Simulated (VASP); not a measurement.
Runs of VASP 6.6.1 on Cs2Cd. The structure is that of space group Fm-3m (No. 225), or close to it. The cells are those of the table. 

```tsv
task	cell	k mesh	cutoff (eV)	k mesh for the DOS	occupations for the DOS	gap on the mesh (eV)	pressure (GPa)
single point	a = 6.629 Å, angles 60.0°, 3 atoms	4 × 4 × 4	520	-	-	none	0.3
relaxation of cell and atoms	relaxed from a = 6.765 Å, angles 60.0°, 3 atoms	8 × 8 × 8	600	-	-	none	0.0
single point	a = 6.765 Å, angles 60.0°, 3 atoms	8 × 8 × 8	520	-	-	none	0.0
single point	a = 5.847 Å, angles 60.0°, 3 atoms	4 × 4 × 4	520	-	-	none	(a)
relaxation of cell and atoms	relaxed from a = 5.847 Å, angles 60.0°, 3 atoms	4 × 4 × 4	600	-	-	none	0.1
single point	a = 6.765 Å, angles 60.0°, 3 atoms	10 × 10 × 10	520	-	-	none	0.0
```

Alike in all rows: level PBE; potentials or basis VASP PAW PBE potentials, release 64 (Cs_sv, Cd); no spin polarisation; smearing gaussian 0.1 eV.

Q: Fill in the values left out.

A: (a) 4.0.

Caveats: spin-orbit coupling is left out, which moves the levels of the heavy elements; the relaxation stopped at its first step, so nothing moved (some runs).

A k mesh can miss the band edges, and the runs leave out spin-orbit coupling on Cd, Cs.

A gap of «none» marks levels without a gap at the run's occupations.
